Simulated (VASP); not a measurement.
# ScAu3 (Fm-3m) in VASP: a series of runs

The runs below take ScAu3 through single point, relaxation of cell and atoms, with LDA.

Program: VASP 6.6.1. These are calculated values, not measurements. Logs are shortened: lines on timing, memory, paths and dates and some standing lists are left out, and cuts for length are marked.

## 1. The cell of the first run

Symmetry: Fm-3m, No. 225, cubic system. The conventional cell has a = 6.498 Å, b = 6.498 Å, c = 6.498 Å, α = 90.00°, β = 90.00°, γ = 90.00°. Within 3.7 Å of Sc (site symmetry m-3m) lie 14 Au at 2.81 to 3.25 Å. Within 3.7 Å of Au (site symmetry -43m) lie 4 Sc at 2.81 Å and 10 Au at 2.81 to 3.25 Å. Au (site symmetry m-3m) has 8 Au at 2.81 Å and 6 Sc at 3.25 Å within 3.7 Å.

## 2. Single point, LDA

The input, INCAR:

```
SYSTEM = ScAu3
PREC = Accurate
ENCUT = 520
EDIFF = 1E-6
ISMEAR = 0
SIGMA = 0.05
LREAL = .False.
LASPH = .True.
NELM = 80
ALGO = Normal
ISIF = 2
LWAVE = .False.
LCHARG = .False.
NBANDS = 30
```

The input, KPOINTS:

```
regular mesh
0
Gamma
  11 11 11
  0 0 0
```

The input, POSCAR:

```
ScAu3
1.0
    0.0000000000      3.2488505045      3.2488505045
    3.2488505045      0.0000000000      3.2488505045
    3.2488505045      3.2488505045      0.0000000000
Sc Au
1 3
Direct
    0.0000000000      0.0000000000      0.0000000000
    0.2500000000      0.2500000000      0.2500000000
    0.7500000000      0.7500000000      0.7500000000
    0.5000000000      0.5000000000      0.5000000000
```

Potentials or basis: VASP PAW LDA potentials, release 64 (Sc_sv, Au).

Run with:

```
cat potpaw_LDA.64/Sc_sv/POTCAR potpaw_LDA.64/Au/POTCAR > POTCAR
mpirun -np 1 vasp_std > vasp.out
```

OUTCAR:

```text
SYSTEM = ScAu3
   PREC = Accurate
   ENCUT = 520
   EDIFF = 1E-6
   ISMEAR = 0
   LREAL = .False.
   LASPH = .True.
   NELM = 80
   ISIF = 2

 ion  position               nearest neighbor table
   1  0.000  0.000  0.000-   3 2.81   3 2.81   3 2.81   2 2.81   3 2.81   2 2.81   2 2.81   2 2.81
                             4 3.25   4 3.25   4 3.25   4 3.25   4 3.25   4 3.25
   2  0.250  0.250  0.250-   1 2.81   1 2.81   1 2.81   1 2.81   4 2.81   4 2.81   4 2.81   4 2.81
                             3 3.25   3 3.25   3 3.25   3 3.25   3 3.25   3 3.25
   3  0.750  0.750  0.750-   4 2.81   4 2.81   4 2.81   1 2.81   4 2.81   1 2.81   1 2.81   1 2.81
                             2 3.25   2 3.25   2 3.25   2 3.25   2 3.25   2 3.25
   4  0.500  0.500  0.500-   2 2.81   2 2.81   2 2.81   2 2.81   3 2.81   3 2.81   3 2.81   3 2.81
                             1 3.25   1 3.25   1 3.25   1 3.25   1 3.25   1 3.25

  LATTYP: Found a face centered cubic cell.
 ALAT       =     6.4977010090

  Lattice vectors:

 A1 = (   0.0000000000,   3.2488505045,   3.2488505045)
 A2 = (   3.2488505045,   0.0000000000,   3.2488505045)
 A3 = (   3.2488505045,   3.2488505045,   0.0000000000)

Analysis of symmetry for initial positions (statically):
=====================================================================
 Subroutine PRICEL returns:
 Original cell was already a primitive cell.

 Routine SETGRP: Setting up the symmetry group for a
 face centered cubic supercell.

 Subroutine GETGRP returns: Found 48 space group operations
 (whereof 48 operations were pure point group operations)
 out of a pool of 48 trial point group operations.

The static configuration has the point symmetry O_h .

Analysis of symmetry for dynamics (positions and initial velocities):
=====================================================================
 Subroutine PRICEL returns:
 Original cell was already a primitive cell.

 Routine SETGRP: Setting up the symmetry group for a
 face centered cubic supercell.

 Subroutine GETGRP returns: Found 48 space group operations
 (whereof 48 operations were pure point group operations)
 out of a pool of 48 trial point group operations.

The dynamic configuration has the point symmetry O_h .

 Subroutine INISYM returns: Found 48 space group operations
 (whereof 48 operations are pure point group operations),
 and found     1 'primitive' translations

----------------------------------------------------------------------------------------

                                     Primitive cell

  volume of cell :      68.5834

  direct lattice vectors                    reciprocal lattice vectors
     0.000000000  3.248850505  3.248850505    -0.153900587  0.153900587  0.153900587
     3.248850505  0.000000000  3.248850505     0.153900587 -0.153900587  0.153900587
     3.248850505  3.248850505  0.000000000     0.153900587  0.153900587 -0.153900587

  length of vectors
     4.594568446  4.594568446  4.594568446     0.266563636  0.266563636  0.266563636

  position of ions in fractional coordinates (direct lattice)
     0.000000000  0.000000000  0.000000000
     0.250000000  0.250000000  0.250000000
     0.750000000  0.750000000  0.750000000
     0.500000000  0.500000000  0.500000000

  ion indices of the primitive-cell ions
   primitive index   ion index
                 1           1
                 2           2
                 3           3
                 4           4

----------------------------------------------------------------------------------------

 KPOINTS: regular mesh

Automatic generation of k-mesh.
 Grid dimensions read from file:
 generate k-points for:   11   11   11

 Generating k-lattice:

  Cartesian coordinates                     Fractional coordinates (reciprocal lattice)
    -0.013990962  0.013990962  0.013990962     0.090909091  0.000000000  0.000000000
     0.013990962 -0.013990962  0.013990962     0.000000000  0.090909091  0.000000000
     0.013990962  0.013990962 -0.013990962     0.000000000  0.000000000  0.090909091

  Length of vectors
     0.024233058  0.024233058  0.024233058

  Shift w.r.t. Gamma in fractional coordinates (k-lattice)
     0.000000000  0.000000000  0.000000000

 Subroutine IBZKPT returns following result:
 ===========================================

 Found     56 irreducible k-points:

 Following reciprocal coordinates:
            Coordinates               Weight
  0.000000  0.000000  0.000000      1.000000
  0.090909  0.000000  0.000000      8.000000
  0.181818  0.000000  0.000000      8.000000
  0.272727  0.000000  0.000000      8.000000
  0.363636  0.000000  0.000000      8.000000
  0.454545  0.000000  0.000000      8.000000
[... 16 lines left out ...]
 -0.272727  0.181818  0.000000     24.000000
 -0.181818  0.181818  0.000000     12.000000
 [... further k-points ...]
   k-points           NKPTS =     56   k-points in BZ     NKDIM =     56   number of bands    NBANDS=     30
   number of dos      NEDOS =    301   number of ions     NIONS =      4
   total plane-waves  NPLWV =  46656
   dimension x,y,z NGX =    36 NGY =   36 NGZ =   36
   dimension x,y,z NGXF=    72 NGYF=   72 NGZF=   72
   ions per type =               1   3
   NGX,Y,Z   is equivalent  to a cutoff of  13.03, 13.03, 13.03 a.u.
   NGXF,Y,Z  is equivalent  to a cutoff of  26.05, 26.05, 26.05 a.u.
 SYSTEM =  ScAu3
   PREC   = accura    normal or accurate (medium, high low for compatibility)
   ISTART =      0    job   : 0-new  1-cont  2-samecut
   ICHARG =      2    charge: 1-file 2-atom 10-const
   ISPIN  =      1    spin polarized calculation?
   LNONCOLLINEAR =      F non collinear calculations
   LSORBIT =      F    spin-orbit coupling
   LASPH  =      T    aspherical Exc in radial PAW
   ENCUT  =  520.0 eV  38.22 Ry    6.18 a.u.   8.54  8.54  8.54*2*pi/ulx,y,z
   NELM   =     80;   NELMIN=  2; NELMDL= -5     # of ELM steps
   EDIFF  = 0.1E-05   stopping-criterion for ELM
   LREAL  =      F    real-space projection
   EDIFFG = 0.1E-04   stopping-criterion for IOM
   NSW    =      0    number of steps for IOM
   IBRION =     -1    ionic relax: 0-MD 1-quasi-New 2-CG
   NFREE  =      0    steps in history (QN), initial steepest desc. (CG)
   ISIF   =      2    stress and relaxation
   ISYM   =      2    0-nonsym 1-usesym 2-fastsym
   POTIM  = 0.5000    time-step for ionic-motion
   TEBEG  =    0.0;   TEEND  =   0.0 temperature during run
   PSTRESS=    0.0 pullay stress
   NELECT =      44.0000    total number of electrons
   NUPDOWN=      -1.0000    fix difference up-down
   EMIN   =  10.00;   EMAX   =-10.00  energy-range for DOS
   EFERMI =   0.00;   METHOD = LEGACY
   ISMEAR =     0;   SIGMA  =   0.05  broadening in eV -4-tet -1-fermi 0-gaus
   EFERMI_NEDOS =   21; number of points for ismear=-14 and -15
   IALGO  =     38    algorithm
   IMIX   =      4    mixing-type and parameters
     AMIX     =   0.40;   BMIX     =  1.00
     AMIX_MAG =   1.60;   BMIX_MAG =  1.00
  volume/ion in A,a.u.               =      17.15       115.71
  Fermi-wavevector in a.u.,A,eV,Ry     =   1.411950  2.668199 27.124614  1.993603
  Thomas-Fermi vector in A             =   2.533749
   LORBIT       =      0    0 simple, 1 ext, 2 COOP (PROOUT), +10 PAW based schemes
   GGA     = CA    functional components
   LHFCALC =     F    Hartree Fock is set to
   AEXX    =    0.0000 exact exchange contribution
   IVDW    =     0    specifies the selected vdW correction
   LEPSILON=     F    determine dielectric tensor
   LRPA    =     F    only Hartree local field effects (RPA)
 non-spin polarized calculation
 Gauss-broadening in eV      SIGMA  =   0.05
  energy-cutoff  :      520.00
  volume of cell :       68.58
 maximum number of plane-waves:      1865
 NGX is ok and might be reduce to    36
   NGX = 17   NGY = 17   NGZ = 17

 number of electron      44.0000001 magnetization

 Free energy of the ion-electron system (eV)
  ---------------------------------------------------
  ext. energy  EPLUGINS =         0.00000000
  ---------------------------------------------------
  free energy    TOTEN  =       -22.55296090 eV

  energy without entropy =      -22.55090328  energy(sigma->0) =      -22.55193209

 E-fermi :   8.7205     XC(G=0): -12.6531

 val. band max:        8.7016453345   @ k =   0.4545   0.2727   0.0000
 cond. band min:       8.7450315346   @ k =   0.2727   0.1818   0.0909
 fundamental gap:      0.0433862002
 Fermi energy:         8.7205065494

 k-point     1 :       0.0000    0.0000    0.0000
  band No.  band energies     occupation
      1     -40.4951      2.00000
      2     -19.4885      2.00000
      3     -19.4885      2.00000
      4     -19.4885      2.00000
      5      -0.6739      2.00000
      6       2.0186      2.00000
[... 22 lines left out ...]
     29      14.8675      0.00000
     30      14.8675      0.00000

 k-point     2 :       0.0909    0.0000    0.0000
  band No.  band energies     occupation
      1     -40.4950      2.00000
      2     -19.4895      2.00000
      3     -19.4886      2.00000
      4     -19.4886      2.00000
      5      -0.5618      2.00000
      6       2.0732      2.00000
[... 22 lines left out ...]
     29      14.9390      0.00000
     30      15.4208      0.00000

 k-point     3 :       0.1818    0.0000    0.0000
  band No.  band energies     occupation
      1     -40.4948      2.00000
      2     -19.4919      2.00000
      3     -19.4887      2.00000
      4     -19.4887      2.00000
      5      -0.2368      2.00000
      6       2.2310      2.00000
[... 22 lines left out ...]
     29      15.1030      0.00000
     30      15.1030      0.00000

 k-point     4 :       0.2727    0.0000    0.0000
  band No.  band energies     occupation
      1     -40.4945      2.00000
      2     -19.4951      2.00000
      3     -19.4888      2.00000
      4     -19.4888      2.00000
      5       0.2662      2.00000
      6       2.4726      2.00000
[... 616 lines left out ...]
     29      13.4090      0.00000
     30      15.7506      0.00000

 k-point    23 :      -0.2727    0.1818    0.0000
  band No.  band energies     occupation
      1     -40.4941      2.00000
      2     -19.4965      2.00000
      3     -19.4906      2.00000
      4     -19.4890      2.00000
      5       0.9195      2.00000
      6       2.4169      2.00000
[... 22 lines left out ...]
     29      13.5663      0.00000
     30      14.9481      0.00000

 k-point    24 :      -0.1818    0.1818    0.0000
  band No.  band energies     occupation
      1     -40.4944      2.00000
      2     -19.4950      2.00000
      3     -19.4896      2.00000
      4     -19.4889      2.00000
      5       0.4132      2.00000
      6       2.4352      2.00000
[... 22 lines left out ...]
     29      14.0452      0.00000
     30      14.0525      0.00000

 [... further k-points ...]
[... 5 lines left out ...]
  --------------------------------------------------------------------------------------
  -------------------------------------------------------------------------------------
  Total        0.2133536      0.2133536      0.2133536      0.0000000     -0.0000000     -0.0000000
  in kB        4.9841539      4.9841539      4.9841539      0.0000000     -0.0000000     -0.0000000
  external PRESSURE =       4.9841539 kB  Pullay stress =       0.0000000 kB

 VOLUME and BASIS-vectors are now :
 -----------------------------------------------------------------------------
  energy-cutoff  :      520.00
  volume of cell :       68.58
      direct lattice vectors                 reciprocal lattice vectors
     0.000000000  3.248850505  3.248850505    -0.153900587  0.153900587  0.153900587
     3.248850505  0.000000000  3.248850505     0.153900587 -0.153900587  0.153900587
     3.248850505  3.248850505  0.000000000     0.153900587  0.153900587 -0.153900587

 POSITION                                       TOTAL-FORCE (eV/Angst)
 -----------------------------------------------------------------------------------
      0.00000      0.00000      0.00000         0.000000      0.000000     -0.000000
      1.62443      1.62443      1.62443         0.000000     -0.000000     -0.000000
      4.87328      4.87328      4.87328        -0.000000      0.000000      0.000000
      3.24885      3.24885      3.24885         0.000000      0.000000     -0.000000
 -----------------------------------------------------------------------------------
    total drift:                                0.000000      0.000000      0.000000

  FREE ENERGIE OF THE ION-ELECTRON SYSTEM (eV)
  ---------------------------------------------------
  free  energy   TOTEN  =       -22.5529608982 eV

  energy  without entropy=      -22.5509032824  energy(sigma->0) =      -22.55193209
```

Wall time 88 s (1 thread of Intel Xeon 6975P-C (Granite Rapids), shared host); peak memory 0.22 GiB.

What came out:

```
Free energy            : -22.5530 eV
Pressure               : 0.5 GPa
Band gap on the k mesh : zero (band 22 reaches 9.87 eV, above the bottom of band 23 at 7.64 eV)
```

Caveat: spin-orbit coupling is left out, which moves the levels of the heavy elements.

## 3. Relaxation of cell and atoms, LDA

This run uses another cell than the first one, of 18.21 Å³/atom, 1.062 times its volume.

The input, INCAR:

```
PREC     = Accurate       # precision mode
ENCUT    = 600            # plane-wave cutoff, eV
EDIFF    = 1E-7           # SCF threshold, eV
ISMEAR   = 0              # smearing method
SIGMA    = 0.05           # smearing width, eV
LREAL    = False          # projectors in reciprocal space
LASPH    = True           # aspherical terms in the spheres
NELM     = 80             # most SCF steps
ALGO     = Normal         # electronic algorithm
ISIF     = 3              # what is computed and relaxed
LWAVE    = False          # write WAVECAR
LCHARG   = False          # write CHGCAR
IBRION   = 2              # ionic algorithm
NSW      = 80             # ionic steps
EDIFFG   = -0.02          # ionic threshold
```

The input, KPOINTS:

```
regular mesh
0
Gamma
  11 11 11
```

The input, POSCAR:

```
ScAu3
1.0
    0.0000000000      3.3144900000      3.3144900000
    3.3144900000      0.0000000000      3.3144900000
    3.3144900000      3.3144900000      0.0000000000
Sc Au
1 3
Direct
    0.0000000000      0.0000000000      0.0000000000
    0.2500000000      0.2500000000      0.2500000000
    0.7500000000      0.7500000000      0.7500000000
    0.5000000000      0.5000000000      0.5000000000
```

Potentials or basis: VASP PAW LDA potentials, release 64 (Sc_sv, Au).

Run with:

```
cat potpaw_LDA.64/Sc_sv/POTCAR potpaw_LDA.64/Au/POTCAR > POTCAR
mpirun -np 1 vasp_std > vasp.out
```

Wall time 4.6 min (1 thread of Intel Xeon 6975P-C (Granite Rapids), shared host); peak memory 0.27 GiB.

It converged, with:

| Item | Value |
| --- | --- |
| Free energy | -22.5538 eV |
| Relaxed volume | 17.23 Å³/atom |
| Relaxed cell | a = 4.602 Å, b = 4.602 Å, c = 4.602 Å, α = 60.00°, β = 60.00°, γ = 60.00° |
| Space group after relaxing (to 0.05 Å) | Fm-3m (No. 225) |
| Energy gained by relaxing | 25.0 meV/atom |
| Ionic steps | 3 |
| Pressure after relaxing | -0.1 GPa |
| Band gap on the k mesh | zero (band 22 reaches 9.79 eV, above the bottom of band 23 at 7.57 eV) |

Step by step:
| step | energy change (eV) | largest force (eV/Å) | pressure (GPa) | volume (Å³) |
| --- | --- | --- | --- | --- |
| 1 | 0.0000 | 0.0000 | -7.60 | 72.82 |
| 2 | 0.0866 | 0.0000 | 13.55 | 64.10 |
| 3 | -0.1000 | 0.0000 | -0.14 | 68.91 |

Final structure:
```yaml
crystal:
  lattice:
    - [0.00000, 3.25406, 3.25406]
    - [3.25406, 0.00000, 3.25406]
    - [3.25406, 3.25406, 0.00000]
  atoms:
    - { symbol: Sc, position: [0.00000, 0.00000, 0.00000] }
    - { symbol: Au, position: [0.25000, 0.25000, 0.25000] }
    - { symbol: Au, position: [0.75000, 0.75000, 0.75000] }
    - { symbol: Au, position: [0.50000, 0.50000, 0.50000] }
```

Levels at points of the mesh, in eV from the Fermi level:
```csv
k point,band 20,band 21,band 22,band 23,band 24,band 25
"(0.00, 0.00, 0.00)",-3.10,1.14,1.14,1.14,2.34,2.49
```

Caveat: spin-orbit coupling is left out, which moves the levels of the heavy elements.
